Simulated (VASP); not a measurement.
# ZrH (P4_2/mmc) in VASP: a series of runs

Runs on ZrH. Level: PBEsol. Tasks: single point, relaxation of cell and atoms.

Everything below comes from runs of VASP 6.6.1. Logs are shortened: lines on timing, memory, paths and dates and some standing lists are left out, and cuts for length are marked.

## 1. The cell of the first run

The structure is tetragonal, space group P4_2/mmc (No. 131). Conventional cell: a = 3.190 Å, b = 3.190 Å, c = 4.991 Å, α = 90.00°, β = 90.00°, γ = 90.00°. Zr (site symmetry mmm) has 4 H at 2.03 Å within 2.7 Å. H (site symmetry -4m2) has 4 Zr at 2.03 Å and 2 H at 2.50 Å within 2.7 Å.

## 2. Single point, PBEsol

File INCAR:

```
SYSTEM = ZrH
  PREC = Accurate
  ENCUT = 520
  EDIFF = 1E-6
  ISMEAR = 0
  SIGMA = 0.1
  LREAL = .FALSE.
  LASPH = .TRUE.
  NELM = 80
  ALGO = Normal
  ISIF = 2
  LWAVE = .FALSE.
  LCHARG = .FALSE.
  GGA = PS
  NBANDS = 21
```

File KPOINTS:

```
Automatic mesh
0
G
  14 14 8
  0 0 0
```

File POSCAR:

```
ZrH
1.0
    3.1902763254      0.0000000000      0.0000000000
    0.0000000000      3.1902763254      0.0000000000
    0.0000000000      0.0000000000      4.9905072829
Zr H
2 2
Direct
    0.0000000000      0.5000000000      0.0000000000
    0.5000000000      0.0000000000      0.5000000000
    0.0000000000      0.0000000000      0.7500000000
    0.0000000000      0.0000000000      0.2500000000
```

Potentials or basis: VASP PAW PBE potentials, release 64 (Zr_sv, H).

On the command line:

```sh
$ cat potpaw_PBE.64/Zr_sv/POTCAR potpaw_PBE.64/H/POTCAR > POTCAR
$ mpirun -np 1 vasp_std > vasp.out
```

OUTCAR:

```text
SYSTEM = ZrH
   PREC = Accurate
   ENCUT = 520
   EDIFF = 1E-6
   ISMEAR = 0
   LREAL = .FALSE.
   LASPH = .TRUE.
   NELM = 80
   ISIF = 2
   GGA = PS

 ion  position               nearest neighbor table
   1  0.000  0.500  0.000-   3 2.03   4 2.03   3 2.03   4 2.03   2 3.36   2 3.36   2 3.36   2 3.36
                             2 3.36   2 3.36   2 3.36   2 3.36
   2  0.500  0.000  0.500-   3 2.03   4 2.03   3 2.03   4 2.03   1 3.36   1 3.36   1 3.36   1 3.36
                             1 3.36   1 3.36   1 3.36   1 3.36
   3  0.000  0.000  0.750-   1 2.03   2 2.03   1 2.03   2 2.03
   4  0.000  0.000  0.250-   1 2.03   2 2.03   1 2.03   2 2.03

  LATTYP: Found a simple tetragonal cell.
 ALAT       =     3.1902763254
 C/A-ratio  =     1.5642868435

  Lattice vectors:

 A1 = (   3.1902763254,   0.0000000000,   0.0000000000)
 A2 = (   0.0000000000,   3.1902763254,   0.0000000000)
 A3 = (   0.0000000000,   0.0000000000,   4.9905072829)

Analysis of symmetry for initial positions (statically):
=====================================================================
 Subroutine PRICEL returns:
 Original cell was already a primitive cell.

 Routine SETGRP: Setting up the symmetry group for a
 simple tetragonal supercell.

 Subroutine GETGRP returns: Found 16 space group operations
 (whereof  8 operations were pure point group operations)
 out of a pool of 16 trial point group operations.

The static configuration has the point symmetry D_2h.
 The point group associated with its full space group is D_4h.

Analysis of symmetry for dynamics (positions and initial velocities):
=====================================================================
 Subroutine PRICEL returns:
 Original cell was already a primitive cell.

 Routine SETGRP: Setting up the symmetry group for a
 simple tetragonal supercell.

 Subroutine GETGRP returns: Found 16 space group operations
 (whereof  8 operations were pure point group operations)
 out of a pool of 16 trial point group operations.

The dynamic configuration has the point symmetry D_2h.
 The point group associated with its full space group is D_4h.

 Subroutine INISYM returns: Found 16 space group operations
 (whereof  8 operations are pure point group operations),
 and found     1 'primitive' translations

----------------------------------------------------------------------------------------

                                     Primitive cell

  volume of cell :      50.7927

  direct lattice vectors                    reciprocal lattice vectors
     3.190276325  0.000000000  0.000000000     0.313452472  0.000000000  0.000000000
     0.000000000  3.190276325  0.000000000     0.000000000  0.313452472  0.000000000
     0.000000000  0.000000000  4.990507283     0.000000000  0.000000000  0.200380431

  length of vectors
     3.190276325  3.190276325  4.990507283     0.313452472  0.313452472  0.200380431

  position of ions in fractional coordinates (direct lattice)
     0.000000000  0.500000000  0.000000000
     0.500000000  0.000000000  0.500000000
     0.000000000  0.000000000  0.750000000
     0.000000000  0.000000000  0.250000000

  ion indices of the primitive-cell ions
   primitive index   ion index
                 1           1
                 2           2
                 3           3
                 4           4

----------------------------------------------------------------------------------------

 KPOINTS: Automatic mesh

Automatic generation of k-mesh.
 Grid dimensions read from file:
 generate k-points for:   14   14    8

 Generating k-lattice:

  Cartesian coordinates                     Fractional coordinates (reciprocal lattice)
     0.022389462  0.000000000  0.000000000     0.071428571  0.000000000  0.000000000
     0.000000000  0.022389462  0.000000000     0.000000000  0.071428571  0.000000000
     0.000000000  0.000000000  0.025047554     0.000000000  0.000000000  0.125000000

  Length of vectors
     0.022389462  0.022389462  0.025047554

  Shift w.r.t. Gamma in fractional coordinates (k-lattice)
     0.000000000  0.000000000  0.000000000

 Subroutine IBZKPT returns following result:
 ===========================================

 Found    180 irreducible k-points:

 Following reciprocal coordinates:
            Coordinates               Weight
  0.000000  0.000000  0.000000      1.000000
  0.071429  0.000000  0.000000      4.000000
  0.142857  0.000000  0.000000      4.000000
  0.214286  0.000000  0.000000      4.000000
  0.285714  0.000000  0.000000      4.000000
  0.357143  0.000000  0.000000      4.000000
[... 16 lines left out ...]
  0.285714  0.214286  0.000000      8.000000
  0.357143  0.214286  0.000000      8.000000
 [... further k-points ...]
   k-points           NKPTS =    180   k-points in BZ     NKDIM =    180   number of bands    NBANDS=     21
   number of dos      NEDOS =    301   number of ions     NIONS =      4
   total plane-waves  NPLWV =  23040
   dimension x,y,z NGX =    24 NGY =   24 NGZ =   40
   dimension x,y,z NGXF=    48 NGYF=   48 NGZF=   80
   ions per type =               2   2
   NGX,Y,Z   is equivalent  to a cutoff of  12.51, 12.51, 13.32 a.u.
   NGXF,Y,Z  is equivalent  to a cutoff of  25.01, 25.01, 26.65 a.u.
 SYSTEM =  ZrH
   PREC   = accura    normal or accurate (medium, high low for compatibility)
   ISTART =      0    job   : 0-new  1-cont  2-samecut
   ICHARG =      2    charge: 1-file 2-atom 10-const
   ISPIN  =      1    spin polarized calculation?
   LNONCOLLINEAR =      F non collinear calculations
   LSORBIT =      F    spin-orbit coupling
   LASPH  =      T    aspherical Exc in radial PAW
   ENCUT  =  520.0 eV  38.22 Ry    6.18 a.u.   5.93  5.93  9.28*2*pi/ulx,y,z
   NELM   =     80;   NELMIN=  2; NELMDL= -5     # of ELM steps
   EDIFF  = 0.1E-05   stopping-criterion for ELM
   LREAL  =      F    real-space projection
   EDIFFG = 0.1E-04   stopping-criterion for IOM
   NSW    =      0    number of steps for IOM
   IBRION =     -1    ionic relax: 0-MD 1-quasi-New 2-CG
   NFREE  =      0    steps in history (QN), initial steepest desc. (CG)
   ISIF   =      2    stress and relaxation
   ISYM   =      2    0-nonsym 1-usesym 2-fastsym
   POTIM  = 0.5000    time-step for ionic-motion
   TEBEG  =    0.0;   TEEND  =   0.0 temperature during run
   PSTRESS=    0.0 pullay stress
   NELECT =      26.0000    total number of electrons
   NUPDOWN=      -1.0000    fix difference up-down
   EMIN   =  10.00;   EMAX   =-10.00  energy-range for DOS
   EFERMI =   0.00;   METHOD = LEGACY
   ISMEAR =     0;   SIGMA  =   0.10  broadening in eV -4-tet -1-fermi 0-gaus
   EFERMI_NEDOS =   21; number of points for ismear=-14 and -15
   IALGO  =     38    algorithm
   IMIX   =      4    mixing-type and parameters
     AMIX     =   0.40;   BMIX     =  1.00
     AMIX_MAG =   1.60;   BMIX_MAG =  1.00
  volume/ion in A,a.u.               =      12.70        85.69
  Fermi-wavevector in a.u.,A,eV,Ry     =   1.309580  2.474748 23.334004  1.715001
  Thomas-Fermi vector in A             =   2.440169
   LORBIT       =      0    0 simple, 1 ext, 2 COOP (PROOUT), +10 PAW based schemes
   GGA     = PS    functional components
   LHFCALC =     F    Hartree Fock is set to
   AEXX    =    0.0000 exact exchange contribution
   IVDW    =     0    specifies the selected vdW correction
   LEPSILON=     F    determine dielectric tensor
   LRPA    =     F    only Hartree local field effects (RPA)
 non-spin polarized calculation
 Gauss-broadening in eV      SIGMA  =   0.10
  energy-cutoff  :      520.00
  volume of cell :       50.79
 maximum number of plane-waves:      1390
 NGX is ok and might be reduce to    24
   NGX = 11   NGY = 11   NGZ = 19

 number of electron      25.9999999 magnetization

 Free energy of the ion-electron system (eV)
  ---------------------------------------------------
  ext. energy  EPLUGINS =         0.00000000
  ---------------------------------------------------
  free energy    TOTEN  =       -26.66624184 eV

  energy without entropy =      -26.65809496  energy(sigma->0) =      -26.66216840

 E-fermi :   8.3313     XC(G=0): -11.2707

 val. band max:        8.3309834819   @ k =   0.5000   0.1429   0.1250
 cond. band min:       8.3388027944   @ k =   0.5000   0.3571   0.5000
 fundamental gap:      0.0078193124
 Fermi energy:         8.3312886065

 k-point     1 :       0.0000    0.0000    0.0000
  band No.  band energies     occupation
      1     -40.3922      2.00000
      2     -40.2790      2.00000
      3     -18.8335      2.00000
      4     -18.2553      2.00000
      5     -18.2553      2.00000
      6     -18.0813      2.00000
[... 13 lines left out ...]
     20      13.2355      0.00000
     21      14.6201      0.00000

 k-point     2 :       0.0714    0.0000    0.0000
  band No.  band energies     occupation
      1     -40.3882      2.00000
      2     -40.2778      2.00000
      3     -18.8208      2.00000
      4     -18.2848      2.00000
      5     -18.2509      2.00000
      6     -18.0869      2.00000
[... 13 lines left out ...]
     20      13.1907      0.00000
     21      15.0195      0.00000

 k-point     3 :       0.1429    0.0000    0.0000
  band No.  band energies     occupation
      1     -40.3769      2.00000
      2     -40.2747      2.00000
      3     -18.7837      2.00000
      4     -18.3671      2.00000
      5     -18.2381      2.00000
      6     -18.1474      2.00000
[... 13 lines left out ...]
     20      13.3370      0.00000
     21      15.6135      0.00000
[... 457 lines left out ...]
 k-point    23 :       0.2857    0.2143    0.0000
  band No.  band energies     occupation
      1     -40.3114      2.00000
      2     -40.2556      2.00000
      3     -18.6413      2.00000
      4     -18.5690      2.00000
      5     -18.4242      2.00000
      6     -18.3734      2.00000
[... 13 lines left out ...]
     20      14.9442      0.00000
     21      15.2525      0.00000

 k-point    24 :       0.3571    0.2143    0.0000
  band No.  band energies     occupation
      1     -40.2925      2.00000
      2     -40.2536      2.00000
      3     -18.7491      2.00000
      4     -18.5232      2.00000
      5     -18.4976      2.00000
      6     -18.3632      2.00000
[... 13 lines left out ...]
     20      14.9141      0.00000
     21      15.6423      0.00000

 [... further k-points ...]

------------------------ aborting loop because EDIFF is reached ----------------------------------------

  FORCE on cell =-STRESS in cart. coord.  units (eV):
  Direction    XX          YY          ZZ          XY          YZ          ZX
  --------------------------------------------------------------------------------------
  -------------------------------------------------------------------------------------
  Total        0.0125464      0.0125464      0.0229265      0.0000000      0.0000000      0.0000000
  in kB        0.3957580      0.3957580      0.7231804      0.0000000      0.0000000      0.0000000
  external PRESSURE =       0.5048988 kB  Pullay stress =       0.0000000 kB

 VOLUME and BASIS-vectors are now :
 -----------------------------------------------------------------------------
  energy-cutoff  :      520.00
  volume of cell :       50.79
      direct lattice vectors                 reciprocal lattice vectors
     3.190276325  0.000000000  0.000000000     0.313452472  0.000000000  0.000000000
     0.000000000  3.190276325  0.000000000     0.000000000  0.313452472  0.000000000
     0.000000000  0.000000000  4.990507283     0.000000000  0.000000000  0.200380431

 POSITION                                       TOTAL-FORCE (eV/Angst)
 -----------------------------------------------------------------------------------
      0.00000      1.59514      0.00000         0.000000      0.000000      0.000000
      1.59514      0.00000      2.49525         0.000000      0.000000      0.000000
      0.00000      0.00000      3.74288        -0.000000      0.000000      0.000000
      0.00000      0.00000      1.24763         0.000000     -0.000000      0.000000
 -----------------------------------------------------------------------------------
    total drift:                                0.000000      0.000000     -0.000000

  FREE ENERGIE OF THE ION-ELECTRON SYSTEM (eV)
  ---------------------------------------------------
  free  energy   TOTEN  =       -26.6662418435 eV

  energy  without entropy=      -26.6580949649  energy(sigma->0) =      -26.66216840
```

Wall time 52 s (1 thread of Intel Xeon 6975P-C (Granite Rapids), shared host); peak memory 0.27 GiB.

What came out:

* Free energy: -26.6662 eV
* Pressure: 0.1 GPa
* Band gap on the k mesh: zero (bands 13 and 14 overlap by 0.91 eV)

Caveat: the PAW data sets were made with another functional, which shifts forces and pressure a little.

[end of part 1 of 2]
